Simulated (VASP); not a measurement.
Li3Si2N, 6 atoms in the cell. The structure is trigonal, space group P-3m1 (No. 164). Conventional cell: a = 2.946 Å, b = 2.946 Å, c = 8.105 Å, α = 90.00°, β = 90.00°, γ = 120.00°. Li (site symmetry 3m) has 3 Si at 2.02 Å and 3 N at 2.48 Å within 2.7 Å. Li (site symmetry -3m) has 6 Si at 2.05 Å within 2.7 Å. Si (site symmetry 3m) has 6 Li at 2.02 to 2.05 Å within 2.7 Å. Within 3.4 Å of N (site symmetry -3m) lie 6 Li at 2.48 Å and 6 N at 2.95 Å and 6 Si at 3.37 Å. The cell was generated, and may not be a known phase.

```yaml
Program: VASP 6.6.1
Task: single point
Functional: PBE
Potentials_or_basis: VASP PAW PBE potentials, release 64 (Li_sv, Si, N)
Cutoff: 520 eV
k_mesh: 6 × 6 × 2
Occupations: gaussian, width 0.1 eV
Spin: collinear spin, ferromagnetic start
Starting_moments: "[0.0, 0.0, 0.0, 0.0, 0.0, 1.0] μB"
Dipole_correction: no
Further_INCAR_settings: ALGO = Normal; EDIFF = 1e-07; NBANDS = 24
```

Potentials or basis: VASP PAW PBE potentials, release 64 (Li_sv, Si, N).

Launch:

```bash
$ cat potpaw_PBE.64/Li_sv/POTCAR potpaw_PBE.64/Si/POTCAR potpaw_PBE.64/N/POTCAR > POTCAR
$ mpirun -np 1 vasp_std > vasp.out
```

Hardware: 1 thread of Oxide Virtual Turin-like Processor, with other jobs on the host.

Estimate the wall time of this run.

It took 31 s on 1 thread of Oxide Virtual Turin-like Processor, with other jobs on the host, peak memory 0.18 GiB. Counts: scf iterations 22, k points 14.
